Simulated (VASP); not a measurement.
# Pt (R-3m) in VASP: further runs, part 2 of 2

VASP 6.6.1. The steps go on from the part before.

### 3 Single point, LDA (16.70 Å³/atom)

File INCAR:

```
ALGO = Fast ; EDIFF = 1E-6
ENCUT = 520 ; GGA = CA
ISIF = 2 ; ISMEAR = 0
LASPH = T ; LCHARG = F
LREAL = F ; LWAVE = F
NBANDS = 11 ; NELM = 80
PREC = Accurate ; SIGMA = 0.15
```

File KPOINTS:

```
k-points
0
Gamma
  22 22 22
```

File POSCAR:

```
Pt
1.0
   -1.8235013956      1.6171754727      1.6171754727
    1.6171754727     -1.8235013956      1.6171754727
    1.6171754727      1.6171754727     -1.8235013956
Pt
1
Direct
    0.0000000000      0.0000000000      0.0000000000
```

Potentials or basis: VASP PAW LDA potentials, release 64 (Pt).

Run with:

```sh
$ cat potpaw_LDA.64/Pt/POTCAR > POTCAR
$ mpirun -np 1 vasp_std > vasp.out
```

OUTCAR:

```text
EDIFF = 1E-6
   ENCUT = 520
   GGA = CA
   ISIF = 2
   ISMEAR = 0
   LASPH = T
   LREAL = F
   NELM = 80
   PREC = Accurate

 ion  position               nearest neighbor table
   1  0.000  0.000  0.000-

  LATTYP: Found a trigonal (rhomboedric) cell.
 ALAT       =     2.9250077536
 COS(alpha) =    -0.3836738462

  Lattice vectors:

 A1 = (  -1.8235013956,   1.6171754727,   1.6171754727)
 A2 = (   1.6171754727,  -1.8235013956,   1.6171754727)
 A3 = (   1.6171754727,   1.6171754727,  -1.8235013956)

Analysis of symmetry for initial positions (statically):
=====================================================================
 Subroutine PRICEL returns:
 Original cell was already a primitive cell.

 Routine SETGRP: Setting up the symmetry group for a
 trigonal (rhombohedral) supercell.

 Subroutine GETGRP returns: Found 12 space group operations
 (whereof 12 operations were pure point group operations)
 out of a pool of 12 trial point group operations.

The static configuration has the point symmetry D_3d.

Analysis of symmetry for dynamics (positions and initial velocities):
=====================================================================
 Subroutine PRICEL returns:
 Original cell was already a primitive cell.

 Routine SETGRP: Setting up the symmetry group for a
 trigonal (rhombohedral) supercell.

 Subroutine GETGRP returns: Found 12 space group operations
 (whereof 12 operations were pure point group operations)
 out of a pool of 12 trial point group operations.

The dynamic configuration has the point symmetry D_3d.

 Subroutine INISYM returns: Found 12 space group operations
 (whereof 12 operations are pure point group operations),
 and found     1 'primitive' translations

----------------------------------------------------------------------------------------

                                     Primitive cell

  volume of cell :      16.7020

[... 108 lines left out ...]
  Fermi-wavevector in a.u.,A,eV,Ry     =   1.379808  2.607459 25.903727  1.903870
  Thomas-Fermi vector in A             =   2.504743
   LORBIT       =      0    0 simple, 1 ext, 2 COOP (PROOUT), +10 PAW based schemes
   GGA     = CA    functional components
   LHFCALC =     F    Hartree Fock is set to
   AEXX    =    0.0000 exact exchange contribution
   IVDW    =     0    specifies the selected vdW correction
   LEPSILON=     F    determine dielectric tensor
   LRPA    =     F    only Hartree local field effects (RPA)
 non-spin polarized calculation
 RMM-DIIS sequential band-by-band and
 Gauss-broadening in eV      SIGMA  =   0.15
  energy-cutoff  :      520.00
  volume of cell :       16.70
 maximum number of plane-waves:       465
 NGX is ok and might be reduce to    24
   NGX = 11   NGY = 11   NGZ = 11

 number of electron      10.0000000 magnetization

 Free energy of the ion-electron system (eV)
  ---------------------------------------------------
  ext. energy  EPLUGINS =         0.00000000
  ---------------------------------------------------
  free energy    TOTEN  =        -6.84790910 eV

  energy without entropy =       -6.83022047  energy(sigma->0) =       -6.83906479

 E-fermi :   9.1950     XC(G=0): -13.0534

 val. band max:        9.1946338173   @ k =  -0.2727   0.2273   0.0909
 cond. band min:       9.1990247269   @ k =  -0.3636   0.1818   0.0909
 fundamental gap:      0.0043909096
 Fermi energy:         9.1949668739

 k-point     1 :       0.0000    0.0000    0.0000
  band No.  band energies     occupation
      1       0.0759      2.00000
      2       3.8536      2.00000
      3       6.2839      2.00000
      4       6.2839      2.00000
      5       8.8744      1.99749
      6       8.8744      1.99749
      7      24.1174      0.00000
      8      26.2913      0.00000
      9      26.2913      0.00000
     10      35.0199      0.00000
     11      35.0224      0.00000
[... 309 lines left out ...]
 k-point    24 :      -0.4545    0.0455    0.0000
  band No.  band energies     occupation
      1       3.2257      2.00000
      2       4.8947      2.00000
      3       7.4941      2.00000
      4       7.7504      2.00000
      5       9.6406      0.00003
      6       9.8778      0.00000
      7      18.3827      0.00000
      8      22.0823      0.00000
      9      24.3771      0.00000
     10      31.3339      0.00000
     11      32.2946      0.00000

 [... further k-points ...]
[... 5 lines left out ...]
  --------------------------------------------------------------------------------------
  -------------------------------------------------------------------------------------
  Total       -0.9307538     -0.9307538     -0.9307538      2.2005255      2.2005255      2.2005255
  in kB      -89.2846736    -89.2846736    -89.2846736    211.0904126    211.0904126    211.0904126
  external PRESSURE =     -89.2846736 kB  Pullay stress =       0.0000000 kB

 VOLUME and BASIS-vectors are now :
 -----------------------------------------------------------------------------
  energy-cutoff  :      520.00
  volume of cell :       16.70
      direct lattice vectors                 reciprocal lattice vectors
    -1.823501396  1.617175473  1.617175473     0.042503941  0.333144428  0.333144428
     1.617175473 -1.823501396  1.617175473     0.333144428  0.042503941  0.333144428
     1.617175473  1.617175473 -1.823501396     0.333144428  0.333144428  0.042503941

 POSITION                                       TOTAL-FORCE (eV/Angst)
 -----------------------------------------------------------------------------------
      0.00000      0.00000      0.00000        -0.000000     -0.000000     -0.000000
 -----------------------------------------------------------------------------------
    total drift:                               -0.000000      0.000000     -0.000000

  FREE ENERGIE OF THE ION-ELECTRON SYSTEM (eV)
  ---------------------------------------------------
  free  energy   TOTEN  =        -6.8479091002 eV

  energy  without entropy=       -6.8302204725  energy(sigma->0) =       -6.83906479
```

stdout:

```text
POSCAR found type information on POSCAR Pt
 POSCAR found :  1 types and       1 ions
 scaLAPACK will be used
 LDA part: xc-table for (Slater(with rela. corr.)+CA(PZ))
 , standard interpolation
 POSCAR, INCAR and KPOINTS ok, starting setup
 FFT: planning ... GRIDC
 FFT: planning ... GRID_SOFT
 FFT: planning ... GRID
 WAVECAR not read
 entering main loop
```

Run time: 54 s. Hardware: 1 thread of Intel Xeon 6975P-C (Granite Rapids), shared host; peak memory 0.29 GiB.

Results:

```yaml
Free_energy: -6.8479 eV
Pressure: -8.9 GPa
Band_gap_on_the_k_mesh: zero (bands 5 and 6 overlap by 3.39 eV)
```

Stress tensor (GPa, compression positive):
```
-8.93 21.11 21.11
21.11 -8.93 21.11
21.11 21.11 -8.93
```

Levels at points of the mesh, in eV from the Fermi level:
| k point | band 1 | band 2 | band 3 | band 4 | band 5 | band 6 | band 7 | band 8 | band 9 | band 10 |
| --- | --- | --- | --- | --- | --- | --- | --- | --- | --- | --- |
| (0.00, 0.00, 0.00) | -9.12 | -5.34 | -2.91 | -2.91 | -0.32 | -0.32 | 14.92 | 17.10 | 17.10 | 25.82 |
| (0.50, 0.00, 0.00) | -6.08 | -4.43 | -1.49 | -1.46 | 0.93 | 1.49 | 8.33 | 12.62 | 14.73 | 21.67 |
| (0.50, 0.50, 0.00) | -6.92 | -5.27 | -0.43 | -0.23 | -0.18 | 0.59 | 4.15 | 11.61 | 18.98 | 21.51 |
| (0.50, 0.50, 0.50) | -5.86 | -5.86 | -0.31 | -0.31 | 1.64 | 7.74 | 7.74 | 7.83 | 13.13 | 18.16 |

Caveat: the cell stands under tension; spin-orbit coupling is left out, which moves the levels of the heavy elements.

### 4 Single point, LDA (16.70 Å³/atom)

File INCAR:

```
SYSTEM = Pt
  PREC = Accurate
  ENCUT = 520
  EDIFF = 1E-6
  ISMEAR = 0
  SIGMA = 0.15
  LREAL = .FALSE.
  LASPH = .TRUE.
  NELM = 60
  ALGO = Fast
  ISIF = 2
  LWAVE = .FALSE.
  LCHARG = .FALSE.
  NBANDS = 11
```

File KPOINTS:

```
Automatic mesh
0
G
  22 22 22
  0 0 0
```

File POSCAR:

```
Pt
1.0
   -2.2571649582      1.6700468003      1.6700468003
    1.6700468003     -2.2571649582      1.6700468003
    1.6700468003      1.6700468003     -2.2571649582
Pt
1
Direct
    0.0000000000      0.0000000000      0.0000000000
```

Run with:

```sh
$ cat potpaw_LDA.64/Pt/POTCAR > POTCAR
$ mpirun -np 1 vasp_std > vasp.out
```

Run time: 58 s. Hardware: 1 thread of Intel Xeon 6975P-C (Granite Rapids), shared host; peak memory 0.29 GiB.

It converged, with:

| Quantity | Value |
| --- | --- |
| Free energy | -1.1880 eV |
| Pressure | 136.4 GPa |
| Band gap on the k mesh | zero (bands 5 and 6 overlap by 7.06 eV) |

Stress tensor (GPa, compression positive):
```
136.41 137.42 137.42
137.42 136.41 137.42
137.42 137.42 136.41
```

Levels at points of the mesh, in eV from the Fermi level:
| k point | band 3 | band 4 | band 5 | band 6 | band 7 | band 8 |
| --- | --- | --- | --- | --- | --- | --- |
| (0.00, 0.00, 0.00) | -5.49 | -5.49 | 2.89 | 2.89 | 10.80 | 12.10 |
| (0.50, 0.00, 0.00) | -1.99 | -1.55 | 0.12 | 5.01 | 12.65 | 15.29 |
| (0.50, 0.50, 0.00) | -3.53 | -2.16 | -1.03 | 2.92 | 3.00 | 6.98 |
| (0.50, 0.50, 0.50) | -1.40 | -1.40 | 1.91 | 9.52 | 9.52 | 11.10 |

Caveat: atoms lie so close that the PAW spheres overlap strongly, which falsifies energies and pressures; the cell stands under pressure; spin-orbit coupling is left out, which moves the levels of the heavy elements.

### 5 Single point, LDA (16.70 Å³/atom)

Edit INCAR of step 4 so:

```diff
@@ -8,3 +8,3 @@
   LASPH = .TRUE.
-  NELM = 60
+  NELM = 80
   ALGO = Fast
```

File KPOINTS:

```
regular mesh
0
G
  22 22 22
  0 0 0
```

File POSCAR:

```
Pt
1.0
   -1.3970266669      1.6174881865      1.6174881865
    1.6174881865     -1.3970266669      1.6174881865
    1.6174881865      1.6174881865     -1.3970266669
Pt
1
Direct
    0.0000000000      0.0000000000      0.0000000000
```

Potentials or basis: VASP PAW LDA potentials, release 64 (Pt).

Run with:

```sh
$ cat potpaw_LDA.64/Pt/POTCAR > POTCAR
$ mpirun -np 1 vasp_std > vasp.out
```

OUTCAR:

```text
SYSTEM = Pt
   PREC = Accurate
   ENCUT = 520
   EDIFF = 1E-6
   ISMEAR = 0
   LREAL = .FALSE.
   LASPH = .TRUE.
   NELM = 80
   ISIF = 2

 ion  position               nearest neighbor table
   1  0.000  0.000  0.000-

  LATTYP: Found a trigonal (rhomboedric) cell.
 ALAT       =     2.6803394514
 COS(alpha) =    -0.2648972803

  Lattice vectors:

 A1 = (  -1.3970266669,   1.6174881865,   1.6174881865)
 A2 = (   1.6174881865,  -1.3970266669,   1.6174881865)
 A3 = (   1.6174881865,   1.6174881865,  -1.3970266669)

Analysis of symmetry for initial positions (statically):
=====================================================================
 Subroutine PRICEL returns:
 Original cell was already a primitive cell.

 Routine SETGRP: Setting up the symmetry group for a
 trigonal (rhombohedral) supercell.

 Subroutine GETGRP returns: Found 12 space group operations
 (whereof 12 operations were pure point group operations)
 out of a pool of 12 trial point group operations.

The static configuration has the point symmetry D_3d.

Analysis of symmetry for dynamics (positions and initial velocities):
=====================================================================
 Subroutine PRICEL returns:
 Original cell was already a primitive cell.

 Routine SETGRP: Setting up the symmetry group for a
 trigonal (rhombohedral) supercell.

 Subroutine GETGRP returns: Found 12 space group operations
 (whereof 12 operations were pure point group operations)
 out of a pool of 12 trial point group operations.

The dynamic configuration has the point symmetry D_3d.

 Subroutine INISYM returns: Found 12 space group operations
 (whereof 12 operations are pure point group operations),
 and found     1 'primitive' translations

----------------------------------------------------------------------------------------

                                     Primitive cell

[... 108 lines left out ...]
     AMIX_MAG =   1.60;   BMIX_MAG =  1.00
  volume/ion in A,a.u.               =      16.70       112.71
  Fermi-wavevector in a.u.,A,eV,Ry     =   1.379808  2.607459 25.903727  1.903870
  Thomas-Fermi vector in A             =   2.504743
   LORBIT       =      0    0 simple, 1 ext, 2 COOP (PROOUT), +10 PAW based schemes
   GGA     = CA    functional components
   LHFCALC =     F    Hartree Fock is set to
   AEXX    =    0.0000 exact exchange contribution
   IVDW    =     0    specifies the selected vdW correction
   LEPSILON=     F    determine dielectric tensor
   LRPA    =     F    only Hartree local field effects (RPA)
 non-spin polarized calculation
 RMM-DIIS sequential band-by-band and
 Gauss-broadening in eV      SIGMA  =   0.15
  energy-cutoff  :      520.00
  volume of cell :       16.70
 maximum number of plane-waves:       466
   NGX =  9   NGY =  9   NGZ =  9

 number of electron      10.0000000 magnetization

 Free energy of the ion-electron system (eV)
  ---------------------------------------------------
  ext. energy  EPLUGINS =         0.00000000
  ---------------------------------------------------
  free energy    TOTEN  =        -7.09646617 eV

  energy without entropy =       -7.08082162  energy(sigma->0) =       -7.08864389

 E-fermi :   8.9864     XC(G=0): -13.0623

 val. band max:        8.9845243536   @ k =  -0.4091  -0.4091   0.0455
 cond. band min:       8.9869217577   @ k =  -0.1818  -0.4545   0.0909
 fundamental gap:      0.0023974041
 Fermi energy:         8.9864347401

 k-point     1 :       0.0000    0.0000    0.0000
  band No.  band energies     occupation
      1       0.1164      2.00000
      2       4.7634      2.00000
      3       4.7634      2.00000
      4       7.5018      2.00000
      5       8.6161      1.99952
      6       8.6161      1.99952
      7      24.9426      0.00000
      8      24.9426      0.00000
      9      28.5796      0.00000
     10      31.4255      0.00000
     11      35.3834      0.00000
[... 309 lines left out ...]
 k-point    24 :      -0.4545    0.0455    0.0000
  band No.  band energies     occupation
      1       2.8555      2.00000
      2       4.2069      2.00000
      3       7.5948      2.00000
      4       8.5579      1.99995
      5       8.7519      1.97300
      6       9.7348      0.00000
      7      14.9065      0.00000
      8      23.5462      0.00000
      9      25.9200      0.00000
     10      32.3796      0.00000
     11      33.5247      0.00000

 [... further k-points ...]
[... 5 lines left out ...]
  --------------------------------------------------------------------------------------
  -------------------------------------------------------------------------------------
  Total       -1.6303315     -1.6303315     -1.6303315     -0.4736065     -0.4736065     -0.4736065
  in kB     -156.3932603   -156.3932603   -156.3932603    -45.4317838    -45.4317838    -45.4317838
  external PRESSURE =    -156.3932603 kB  Pullay stress =       0.0000000 kB

 VOLUME and BASIS-vectors are now :
 -----------------------------------------------------------------------------
  energy-cutoff  :      520.00
  volume of cell :       16.70
      direct lattice vectors                 reciprocal lattice vectors
    -1.397026667  1.617488186  1.617488186    -0.039790715  0.291937622  0.291937622
     1.617488186 -1.397026667  1.617488186     0.291937622 -0.039790715  0.291937622
     1.617488186  1.617488186 -1.397026667     0.291937622  0.291937622 -0.039790715

 POSITION                                       TOTAL-FORCE (eV/Angst)
 -----------------------------------------------------------------------------------
      0.00000      0.00000      0.00000         0.000000      0.000000     -0.000000
 -----------------------------------------------------------------------------------
    total drift:                                0.000000      0.000000      0.000000

  FREE ENERGIE OF THE ION-ELECTRON SYSTEM (eV)
  ---------------------------------------------------
  free  energy   TOTEN  =        -7.0964661670 eV

  energy  without entropy=       -7.0808216194  energy(sigma->0) =       -7.08864389
```

stdout:

```text
POSCAR found type information on POSCAR Pt
 POSCAR found :  1 types and       1 ions
 scaLAPACK will be used
 LDA part: xc-table for (Slater(with rela. corr.)+CA(PZ))
 , standard interpolation
 POSCAR, INCAR and KPOINTS ok, starting setup
 FFT: planning ... GRIDC
 FFT: planning ... GRID_SOFT
 FFT: planning ... GRID
 WAVECAR not read
 entering main loop
```

It took 48 s on 1 thread of Intel Xeon 6975P-C (Granite Rapids), shared host; peak memory 0.28 GiB.

What came out:

```
Free energy            : -7.0965 eV
Pressure               : -15.6 GPa
Band gap on the k mesh : zero (bands 5 and 6 overlap by 2.27 eV)
```

Caveat: the cell stands under tension; spin-orbit coupling is left out, which moves the levels of the heavy elements.

### 6 Overview

```csv
cell,gap on the mesh (eV),pressure (GPa)
"a = 3.469 Å, angles 117.6°, 1 atom",none,250.9
"a = 2.925 Å, angles 112.6°, 1 atom",none,-8.9
"a = 3.267 Å, angles 116.4°, 1 atom",none,136.4
"a = 2.680 Å, angles 105.4°, 1 atom",none,-15.6
```

Alike in all rows: task single point; level LDA; potentials or basis VASP PAW LDA potentials, release 64 (Pt); no spin polarisation; k mesh 22 × 22 × 22; cutoff (eV) 520; smearing gaussian 0.15 eV.

Caveats: spin-orbit coupling is left out, which moves the levels of the heavy elements; atoms lie so close that the PAW spheres overlap strongly, which falsifies energies and pressures (at least some runs); the cell stands under pressure (at least some runs); the cell stands under tension (at least some runs).

Total energies depend on the potentials used, so only differences within one code and one set of settings carry meaning.
